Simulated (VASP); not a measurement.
Wanted: the native input for a VASP 6.6.1 run.

```yaml
Task: single point
Functional: BLYP
Potentials_or_basis: VASP PAW PBE potentials, release 64 (Y_sv, N)
Cutoff: 600 eV
k_mesh: 6 × 6 × 6
Occupations: gaussian, width 0.01 eV
Spin: no spin polarisation
Dipole_correction: no
Further_INCAR_settings: ALGO = Normal; EDIFF = 1e-06; NBANDS = 15
```

The structure of YN lies in POSCAR:

```
YN
1.0
    3.4485600000      0.0000000000      0.0000000000
    1.7242800000      2.9865405665      0.0000000000
    1.7242800000      0.9955135222      2.8157374491
Y N
1 1
Direct
    0.0000000000      0.0000000000      0.0000000000
    0.5000000000      0.5000000000      0.5000000000
```

These files were run (other wordings do the same):

INCAR

```
SYSTEM = YN
AGGAC = 1.0
AGGAX = 1.0
ALDAC = 0.0
ALDAX = 1.0
ALGO = Normal
EDIFF = 1E-6
ENCUT = 600
GGA = B5
GGA_COMPAT = .False.
ISIF = 2
ISMEAR = 0
LASPH = .True.
LCHARG = .True.
LELF = .True.
LREAL = .False.
LVHAR = .True.
LWAVE = .False.
NBANDS = 15
NELM = 120
PREC = Accurate
SIGMA = 0.01
```

KPOINTS

```
k-points
0
Gamma
  6 6 6
  0 0 0
```

Potentials or basis: VASP PAW PBE potentials, release 64 (Y_sv, N).

Run with:

```console
$ cat potpaw_PBE.64/Y_sv/POTCAR potpaw_PBE.64/N/POTCAR > POTCAR
$ mpirun -np 1 vasp_std > vasp.out
```

It gave:

The pressure is 8.0 GPa and the band gap on the k mesh is 0.30 eV, indirect (least direct gap 0.67 eV).

Caveat: the PAW data sets were made with another functional, which shifts forces and pressure a little.

Wall time 45 s on 1 thread of Intel Xeon 8259CL, on a shared host, peak memory 0.18 GiB.
